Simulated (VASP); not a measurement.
# Ti3C2 (P6_3/mmc) in VASP: a series of runs, part 4 of 4

VASP 6.6.1. Earlier steps stand in the parts before.

## (6) Single point, r2SCAN

This run uses another cell than the first one, of 11.70 Å³/atom.

File POSCAR:

```
Ti3C2
1.0
    3.0146136858      0.0000000000      0.0000000000
   -1.5073068429      2.6107384211      0.0000000000
    0.0000000000      0.0000000000     14.8608776105
Ti C
6 4
Direct
    0.3333333333      0.6666666667      0.8438800000
    0.6666666667      0.3333333333      0.3438800000
    0.6666666667      0.3333333333      0.1561200000
    0.3333333333      0.6666666667      0.6561200000
    0.0000000000      0.0000000000      0.0000000000
    0.0000000000      0.0000000000      0.5000000000
    0.6666666667      0.3333333333      0.9141000000
    0.3333333333      0.6666666667      0.4141000000
    0.6666666667      0.3333333333      0.5859000000
    0.3333333333      0.6666666667      0.0859000000
```

File INCAR.step1:

```
  PREC = Accurate
  ENCUT = 520
  ISMEAR = -1
  SIGMA = 0.1
  LREAL = False
  LASPH = True
  NELM = 80
  NBANDS = 55
  GGA = PE
  ALGO = Normal
  EDIFF = 1E-4
  LWAVE = True
  LCHARG = False
```

File INCAR.step2:

```
  PREC = Accurate
  ENCUT = 520
  EDIFF = 1E-6
  ISMEAR = -1
  SIGMA = 0.1
  LREAL = False
  LASPH = True
  NELM = 80
  ALGO = Normal
  ISIF = 2
  LWAVE = False
  LCHARG = False
  METAGGA = R2SCAN
  LMIXTAU = True
  NBANDS = 55
  ISTART = 1
```

File KPOINTS:

```
regular mesh
0
Gamma
  10 10 2
```

Potentials or basis: VASP PAW PBE potentials, release 64 (Ti_sv, C).

On the command line:

```
$ cat potpaw_PBE.64/Ti_sv/POTCAR potpaw_PBE.64/C/POTCAR > POTCAR
$ cp INCAR.step1 INCAR
$ mpirun -np 1 vasp_std > vasp.out
$ cp INCAR.step2 INCAR
$ mpirun -np 1 vasp_std > vasp.out
```

OUTCAR:

```text
PREC = Accurate
   ENCUT = 520
   EDIFF = 1E-6
   ISMEAR = -1
   LREAL = False
   LASPH = True
   NELM = 80
   ISIF = 2
   METAGGA = R2SCAN
   ISTART = 1

 ion  position               nearest neighbor table
   1  0.333  0.667  0.844-   7 2.03   7 2.03   7 2.03   4 2.79   5 2.90   5 2.90   5 2.90
   2  0.667  0.333  0.344-   8 2.03   8 2.03   8 2.03   3 2.79   6 2.90   6 2.90   6 2.90
   3  0.667  0.333  0.156-  10 2.03  10 2.03  10 2.03   2 2.79   5 2.90   5 2.90   5 2.90
   4  0.333  0.667  0.656-   9 2.03   9 2.03   9 2.03   1 2.79   6 2.90   6 2.90   6 2.90
   5  0.000  0.000  0.000-   7 2.16  10 2.16   7 2.16  10 2.16   7 2.16  10 2.16   1 2.90   3 2.90
                             1 2.90   3 2.90   3 2.90   1 2.90
   6  0.000  0.000  0.500-   8 2.16   9 2.16   9 2.16   8 2.16   9 2.16   8 2.16   2 2.90   4 2.90
                             4 2.90   2 2.90   2 2.90   4 2.90
   7  0.667  0.333  0.914-   1 2.03   1 2.03   1 2.03   5 2.16   5 2.16   5 2.16
   8  0.333  0.667  0.414-   2 2.03   2 2.03   2 2.03   6 2.16   6 2.16   6 2.16
   9  0.667  0.333  0.586-   4 2.03   4 2.03   4 2.03   6 2.16   6 2.16   6 2.16
  10  0.333  0.667  0.086-   3 2.03   3 2.03   3 2.03   5 2.16   5 2.16   5 2.16

  LATTYP: Found a hexagonal cell.
 ALAT       =     3.0146136858
 C/A-ratio  =     4.9296126003

  Lattice vectors:

 A1 = (   3.0146136858,   0.0000000000,   0.0000000000)
 A2 = (  -1.5073068429,   2.6107384211,   0.0000000000)
 A3 = (   0.0000000000,   0.0000000000,  14.8608776105)

Analysis of symmetry for initial positions (statically):
=====================================================================
 Subroutine PRICEL returns:
 Original cell was already a primitive cell.

 Routine SETGRP: Setting up the symmetry group for a
 hexagonal supercell.

 Subroutine GETGRP returns: Found 24 space group operations
 (whereof 12 operations were pure point group operations)
 out of a pool of 24 trial point group operations.

The static configuration has the point symmetry D_3d.
 The point group associated with its full space group is D_6h.

Analysis of symmetry for dynamics (positions and initial velocities):
=====================================================================
 Subroutine PRICEL returns:
 Original cell was already a primitive cell.

 Routine SETGRP: Setting up the symmetry group for a
 hexagonal supercell.

 Subroutine GETGRP returns: Found 24 space group operations
 (whereof 12 operations were pure point group operations)
 out of a pool of 24 trial point group operations.

The dynamic configuration has the point symmetry D_3d.
 The point group associated with its full space group is D_6h.

 Subroutine INISYM returns: Found 24 space group operations
 (whereof 12 operations are pure point group operations),
 and found     1 'primitive' translations

----------------------------------------------------------------------------------------

                                     Primitive cell

  volume of cell :     116.9606

  direct lattice vectors                    reciprocal lattice vectors
     3.014613686  0.000000000  0.000000000     0.331717462  0.191516697  0.000000000
    -1.507306843  2.610738421  0.000000000     0.000000000  0.383033395  0.000000000
     0.000000000  0.000000000 14.860877610     0.000000000  0.000000000  0.067290777

[... 82 lines left out ...]
   number of dos      NEDOS =    301   number of ions     NIONS =     10
   total plane-waves  NPLWV =  64512
   dimension x,y,z NGX =    24 NGY =   24 NGZ =  112
   dimension x,y,z NGXF=    48 NGYF=   48 NGZF=  224
   ions per type =               6   4
   NGX,Y,Z   is equivalent  to a cutoff of  13.24, 13.24, 12.53 a.u.
   NGXF,Y,Z  is equivalent  to a cutoff of  26.47, 26.47, 25.06 a.u.
 SYSTEM =  unknown system
   PREC   = accura    normal or accurate (medium, high low for compatibility)
   ISTART =      1    job   : 0-new  1-cont  2-samecut
   ICHARG =      0    charge: 1-file 2-atom 10-const
   ISPIN  =      1    spin polarized calculation?
   LNONCOLLINEAR =      F non collinear calculations
   LSORBIT =      F    spin-orbit coupling
   LASPH  =      T    aspherical Exc in radial PAW
   ENCUT  =  520.0 eV  38.22 Ry    6.18 a.u.   5.61  5.61 27.63*2*pi/ulx,y,z
   NELM   =     80;   NELMIN=  2; NELMDL=  0     # of ELM steps
   EDIFF  = 0.1E-05   stopping-criterion for ELM
   LREAL  =      F    real-space projection
   EDIFFG = 0.1E-04   stopping-criterion for IOM
   NSW    =      0    number of steps for IOM
   IBRION =     -1    ionic relax: 0-MD 1-quasi-New 2-CG
   NFREE  =      0    steps in history (QN), initial steepest desc. (CG)
   ISIF   =      2    stress and relaxation
   ISYM   =      2    0-nonsym 1-usesym 2-fastsym
   POTIM  = 0.5000    time-step for ionic-motion
   TEBEG  =    0.0;   TEEND  =   0.0 temperature during run
   PSTRESS=    0.0 pullay stress
   NELECT =      88.0000    total number of electrons
   NUPDOWN=      -1.0000    fix difference up-down
   EMIN   =  10.00;   EMAX   =-10.00  energy-range for DOS
   EFERMI =   0.00;   METHOD = LEGACY
   ISMEAR =    -1;   SIGMA  =   0.10  broadening in eV -4-tet -1-fermi 0-gaus
   EFERMI_NEDOS =   21; number of points for ismear=-14 and -15
   IALGO  =     38    algorithm
   IMIX   =      4    mixing-type and parameters
     AMIX     =   0.40;   BMIX     =  1.00
     AMIX_MAG =   1.60;   BMIX_MAG =  1.00
  volume/ion in A,a.u.               =      11.70        78.93
  Fermi-wavevector in a.u.,A,eV,Ry     =   1.488981  2.813767 30.165003  2.217065
  Thomas-Fermi vector in A             =   2.601947
   LORBIT       =      0    0 simple, 1 ext, 2 COOP (PROOUT), +10 PAW based schemes
   METAGGA = R2SCAN    functional components
   LHFCALC =     F    Hartree Fock is set to
   AEXX    =    0.0000 exact exchange contribution
   IVDW    =     0    specifies the selected vdW correction
   LEPSILON=     F    determine dielectric tensor
   LRPA    =     F    only Hartree local field effects (RPA)
 non-spin polarized calculation
  energy-cutoff  :      520.00
  volume of cell :      116.96
 maximum number of plane-waves:      3211
 NGX is ok and might be reduce to    24
   NGX = 11   NGY = 11   NGZ = 55

 number of electron      87.9999980 magnetization

 Free energy of the ion-electron system (eV)
  ---------------------------------------------------
  ext. energy  EPLUGINS =         0.00000000
  ---------------------------------------------------
  free energy    TOTEN  =      -125.46285988 eV

  energy without entropy =     -125.37480871  energy(sigma->0) =     -125.41883430

 E-fermi :   9.3403     XC(G=0): -13.0691

 val. band max:        9.3265847078   @ k =   0.1000   0.1000   0.0000
 cond. band min:       9.4017381448   @ k =   0.2000   0.2000   0.0000
 fundamental gap:      0.0751534370
 Fermi energy:         9.3403467802

 k-point     1 :       0.0000    0.0000    0.0000
  band No.  band energies     occupation
      1     -49.9342      2.00000
      2     -49.9209      2.00000
      3     -49.9034      2.00000
      4     -49.8874      2.00000
      5     -49.7226      2.00000
      6     -49.7200      2.00000
[... 1381 lines left out ...]
     54      12.3807      0.00000
     55      12.5758      0.00000

 [... further k-points ...]

------------------------ aborting loop because EDIFF is reached ----------------------------------------

  FORCE on cell =-STRESS in cart. coord.  units (eV):
  Direction    XX          YY          ZZ          XY          YZ          ZX
  --------------------------------------------------------------------------------------
  -------------------------------------------------------------------------------------
  Total        8.8837494      8.8837928      8.4157959     -0.0000000      0.0000000      0.0000000
  in kB      121.6935037    121.6940991    115.2832714     -0.0000000      0.0000000      0.0000000
  external PRESSURE =     119.5569581 kB  Pullay stress =       0.0000000 kB

 VOLUME and BASIS-vectors are now :
 -----------------------------------------------------------------------------
  energy-cutoff  :      520.00
  volume of cell :      116.96
      direct lattice vectors                 reciprocal lattice vectors
     3.014613686  0.000000000  0.000000000     0.331717462  0.191516697  0.000000000
    -1.507306843  2.610738421  0.000000000     0.000000000  0.383033395  0.000000000
     0.000000000  0.000000000 14.860877610     0.000000000  0.000000000  0.067290777

 POSITION                                       TOTAL-FORCE (eV/Angst)
 -----------------------------------------------------------------------------------
     -0.00000      1.74049     12.54080         0.000000     -0.000000     -0.716721
      1.50731      0.87025      5.11036         0.000000      0.000000     -0.716721
      1.50731      0.87025      2.32008        -0.000000      0.000000      0.716721
     -0.00000      1.74049      9.75052        -0.000000     -0.000000      0.716721
      0.00000      0.00000      0.00000         0.000000      0.000000      0.000000
      0.00000      0.00000      7.43044         0.000000      0.000000      0.000000
      1.50731      0.87025     13.58433        -0.000000      0.000000      0.120595
     -0.00000      1.74049      6.15389         0.000000     -0.000000      0.120595
      1.50731      0.87025      8.70699        -0.000000      0.000000     -0.120595
     -0.00000      1.74049      1.27655         0.000000     -0.000000     -0.120595
 -----------------------------------------------------------------------------------
    total drift:                               -0.000000      0.000000     -0.000000

  FREE ENERGIE OF THE ION-ELECTRON SYSTEM (eV)
  ---------------------------------------------------
  free  energy   TOTEN  =      -125.4628598831 eV

  energy  without entropy=     -125.3748087120  energy(sigma->0) =     -125.41883430
```

Wall time 14 min (1 thread of Oxide Virtual Turin-like, shared host); peak memory 0.3 GiB.

What came out:

```
Free energy            : -125.4629 eV
Pressure               : 12.0 GPa
Largest force          : 0.717 eV/Å
Band gap on the k mesh : zero (bands 44 and 45 overlap by 0.69 eV)
```

Forces in eV/Å, atoms in the order of the input:
```
Ti   0.000  0.000 -0.717
Ti   0.000  0.000 -0.717
Ti   0.000  0.000  0.717
Ti   0.000  0.000  0.717
Ti   0.000  0.000  0.000
Ti   0.000  0.000  0.000
C    0.000  0.000  0.121
C    0.000  0.000  0.121
C    0.000  0.000 -0.121
C    0.000  0.000 -0.121
```

Caveat: the cell stands under pressure; the PAW data sets were made with another functional, which shifts forces and pressure a little.

## (7) Single point, r2SCAN

This run uses another cell than the first one, of 13.24 Å³/atom.

Changes to POSCAR since step 6:

```diff
@@ -2,5 +2,5 @@
 1.0
-    3.0146136858      0.0000000000      0.0000000000
-   -1.5073068429      2.6107384211      0.0000000000
-    0.0000000000      0.0000000000     14.8608776105
+    3.1414244489      0.0000000000      0.0000000000
+   -1.5707122245      2.7205600321      0.0000000000
+    0.0000000000      0.0000000000     15.4860055463
 Ti C
```

File INCAR.step1:

```
  PREC = Accurate
  ENCUT = 520
  ISMEAR = -1
  SIGMA = 0.1
  LREAL = F
  LASPH = T
  NELM = 100
  NBANDS = 55
  GGA = PE
  ALGO = Normal
  EDIFF = 1E-4
  LWAVE = T
  LCHARG = F
```

File INCAR.step2:

```
  PREC = Accurate
  ENCUT = 520
  EDIFF = 1E-6
  ISMEAR = -1
  SIGMA = 0.1
  LREAL = F
  LASPH = T
  NELM = 100
  ALGO = Normal
  ISIF = 2
  LWAVE = F
  LCHARG = F
  METAGGA = R2SCAN
  LMIXTAU = T
  NBANDS = 55
  ISTART = 1
```

File KPOINTS:

```
Automatic mesh
0
Gamma
  10 10 2
```

On the command line:

```
$ cat potpaw_PBE.64/Ti_sv/POTCAR potpaw_PBE.64/C/POTCAR > POTCAR
$ cp INCAR.step1 INCAR
$ mpirun -np 1 vasp_std > vasp.out
$ cp INCAR.step2 INCAR
$ mpirun -np 1 vasp_std > vasp.out
```

Wall time 27 min (1 thread of Oxide Virtual Turin-like, shared host); peak memory 0.32 GiB.

The run converged. Its results:

* Free energy: -125.3195 eV
* Pressure: -12.6 GPa
* Largest force: 0.885 eV/Å
* Band gap on the k mesh: zero (bands 44 and 45 overlap by 0.60 eV)

Forces on the atoms (eV/Å):
```
Ti   0.000  0.000  0.885
Ti   0.000  0.000  0.885
Ti   0.000  0.000 -0.885
Ti   0.000  0.000 -0.885
Ti   0.000  0.000  0.000
Ti   0.000  0.000  0.000
C    0.000  0.000 -0.173
C    0.000  0.000 -0.173
C    0.000  0.000  0.173
C    0.000  0.000  0.173
```

Stress tensor (GPa, compression positive):
```
-12.98   0.00   0.00
  0.00 -12.98   0.00
  0.00   0.00 -11.90
```

Levels at points of the mesh, in eV from the Fermi level:
| k point | band 41 | band 42 | band 43 | band 44 | band 45 | band 46 | band 47 | band 48 |
| --- | --- | --- | --- | --- | --- | --- | --- | --- |
| (0.00, 0.00, 0.00) | -1.86 | -1.71 | 0.31 | 0.46 | 0.46 | 0.57 | 0.58 | 0.58 |
| (0.50, 0.00, 0.00) | -1.71 | -1.49 | -1.26 | -1.23 | 0.29 | 0.51 | 1.75 | 1.88 |
| (0.00, 0.00, 0.50) | -1.90 | -1.90 | 0.43 | 0.43 | 0.51 | 0.51 | 0.51 | 0.51 |
| (0.50, 0.00, 0.50) | -1.60 | -1.60 | -1.24 | -1.24 | 0.40 | 0.40 | 1.86 | 1.86 |

Caveat: the cell stands under tension; the PAW data sets were made with another functional, which shifts forces and pressure a little.

## (8) The runs side by side

```csv
cell,gap on the mesh (eV),pressure (GPa),largest force (eV/Å)
"a = 3.092, b = 3.092, c = 15.242 Å, angles 90.0, 90.0, 120.0°, 10 atoms",none,-4.6,0.34
"a = 3.117, b = 3.117, c = 15.365 Å, angles 90.0, 90.0, 120.0°, 10 atoms",none,-8.6,0.62
"a = 2.961, b = 2.961, c = 14.595 Å, angles 90.0, 90.0, 120.0°, 10 atoms",none,26.9,1.61
"a = 2.988, b = 2.988, c = 14.729 Å, angles 90.0, 90.0, 120.0°, 10 atoms",none,19.0,1.14
"a = 3.015, b = 3.015, c = 14.861 Å, angles 90.0, 90.0, 120.0°, 10 atoms",none,12.0,0.72
"a = 3.141, b = 3.141, c = 15.486 Å, angles 90.0, 90.0, 120.0°, 10 atoms",none,-12.6,0.88
```

Alike in all rows: task single point; level r2SCAN; potentials or basis VASP PAW PBE potentials, release 64 (Ti_sv, C); no spin polarisation; k mesh 10 × 10 × 2; cutoff (eV) 520; smearing fermi-dirac 0.1 eV.

Caveats: the PAW data sets were made with another functional, which shifts forces and pressure a little; the cell stands under tension (at least some runs); the cell stands under pressure (at least some runs).

Absolute energies hang on the potentials; compare differences alone.

The gap in the log of VASP goes by the Fermi energy; the results here count the filled bands.